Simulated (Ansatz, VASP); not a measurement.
# Sr in VASP and in Ansatz

Contents of INCAR:

```
SYSTEM = Sr
  PREC = Accurate
  ENCUT = 500
  EDIFF = 1E-6
  ISMEAR = -1
  SIGMA = 0.1
  LREAL = .False.
  LASPH = .True.
  NELM = 120
  ALGO = Normal
  ISIF = 2
  LWAVE = .False.
  LCHARG = .False.
  GGA = B5
  ALDAX = 1.0
  AGGAX = 1.0
  AGGAC = 1.0
  ALDAC = 0.0
  NBANDS = 11
  GGA_COMPAT = .False.
```

Contents of KPOINTS:

```
Automatic mesh
0
Gamma
  9 9 9
  0 0 0
```

Contents of POSCAR:

```
Sr
1.0
    3.9127505506      0.0000000000      0.0000000000
    0.0000000000      3.9127505506      0.0000000000
    0.0000000000      0.0000000000      3.9127505506
Sr
1
Direct
    0.0000000000      0.0000000000      0.0000000000
```

Input for Ansatz:

```yaml
crystal:
  lattice:
    - [3.9127505506, 0.0, 0.0]
    - [0.0, 3.9127505506, 0.0]
    - [0.0, 0.0, 3.9127505506]
  atoms:
    - { symbol: Sr, position: [0.0, 0.0, 0.0] }
hamiltonian:
  xc: blyp
  pseudopotentials:
    kind: paw
    azcp:
      Sr: "pseudopotentials/Sr.paw.azcp"
basis:
  ecutwfc: 420
  fft_grid_basis: typed
kpoints:
  mp_grid: { grid: [9, 9, 9], shift: [0, 0, 0] }
magnetization:
  spin_polarized: false
scf:
  occupations: { method: fermi_dirac, width: 0.1 }
  lower_state_search: "off"
output:
  stress: true
```

Alike in both runs: task single point; functional BLYP; k mesh 9 × 9 × 9; occupations fermi-dirac, width 0.1 eV; no spin polarisation.

```csv
,VASP,Ansatz
version,VASP 6.6.1,Ansatz 0.2.0
potentials or method,"VASP PAW PBE potentials, release 64 (Sr_sv), cutoff 500 eV","plane waves (420 eV) with PAW, scalar-relativistic"
valence electrons in the cell,10,10
```

```tsv
	VASP	Ansatz	Ansatz less VASP
pressure (GPa)	0.2	0.2	+0.03
```

VASP's potentials were made for PBE, not for BLYP.
